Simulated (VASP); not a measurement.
Here is a VASP 6.6.1 calculation.

File INCAR:

```
  PREC = Accurate
  ENCUT = 520
  EDIFF = 1E-6
  ISMEAR = 0
  SIGMA = 0.1
  LREAL = F
  LASPH = T
  NELM = 150
  ALGO = Normal
  ISIF = 2
  LWAVE = F
  LCHARG = F
  ISPIN = 2
  MAGMOM = 0 0 0 1.06
  LORBIT = 11
  GGA = PE
  IVDW = 12
  NBANDS = 24
```

File KPOINTS:

```
Automatic mesh
0
Gamma
  12 12 12
```

Contents of POSCAR:

```
S3O
1.0
    3.7318016744      0.0000000000      0.0000000000
    0.0000000000      3.7318016744      0.0000000000
    0.0000000000      0.0000000000      3.7318016744
S O
3 1
Direct
    0.5000000000      0.0000000000      0.5000000000
    0.0000000000      0.5000000000      0.5000000000
    0.5000000000      0.5000000000      0.0000000000
    0.0000000000      0.0000000000      0.0000000000
```

Potentials or basis: VASP PAW PBE potentials, release 64 (S, O).

The run is started by

```bash
$ cat potpaw_PBE.64/S/POTCAR potpaw_PBE.64/O/POTCAR > POTCAR
$ mpirun -np 1 vasp_std > vasp.out
```

(1) Predict the dispersion energy per atom.

(2) Predict the band gap on the k mesh.

(3) Predict the pressure.

(4) Predict the net moment.

Answers

(1) -0.330 eV.

(2) zero (filled and empty bands overlap).

(3) -1.8 GPa.

(4) 0.00 μB per cell.
